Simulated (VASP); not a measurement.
Here is a VASP 6.6.1 calculation.

INCAR

```
ALGO     = Normal         # electronic algorithm
EDIFF    = 1E-6           # SCF threshold, eV
EDIFFG   = -0.05          # ionic threshold
ENCUT    = 600            # plane-wave cutoff, eV
GGA      = PE             # functional
IBRION   = 2              # ionic algorithm
ISIF     = 3              # what is computed and relaxed
ISMEAR   = 0              # smearing method
LASPH    = T              # aspherical terms in the spheres
LCHARG   = F              # write CHGCAR
LREAL    = F              # projectors in reciprocal space
LWAVE    = F              # write WAVECAR
NELM     = 80             # most SCF steps
NSW      = 80             # ionic steps
PREC     = Accurate       # precision mode
SIGMA    = 0.1            # smearing width, eV
```

Contents of KPOINTS:

```
k-points
0
Gamma
  6 6 8
```

File POSCAR:

```
Pb
1.0
    4.3001243200      0.0000000000      0.0000000000
   -2.1500621600      3.7240169005      0.0000000000
    0.0000000000      0.0000000000      2.6593728439
Pb
3
Direct
    0.0000000000      0.0000000000      0.0000000000
    0.3333333333      0.6666666667      0.5000000000
    0.6666666667      0.3333333333      0.5000000000
```

Potentials or basis: VASP PAW PBE potentials, release 64 (Pb_d).

Command:

```console
$ cat potpaw_PBE.64/Pb_d/POTCAR > POTCAR
$ mpirun -np 1 vasp_std > vasp.out
```

(1) Estimate the relaxed cell.

(2) Estimate the relaxed volume.

Results:

(1) a = 5.684 Å, b = 5.684 Å, c = 3.384 Å, α = 90.00°, β = 90.00°, γ = 120.00°.

(2) 31.56 Å³/atom.

Caveat: the volume moved by over 15 % at a fixed basis, so the end points are rough.
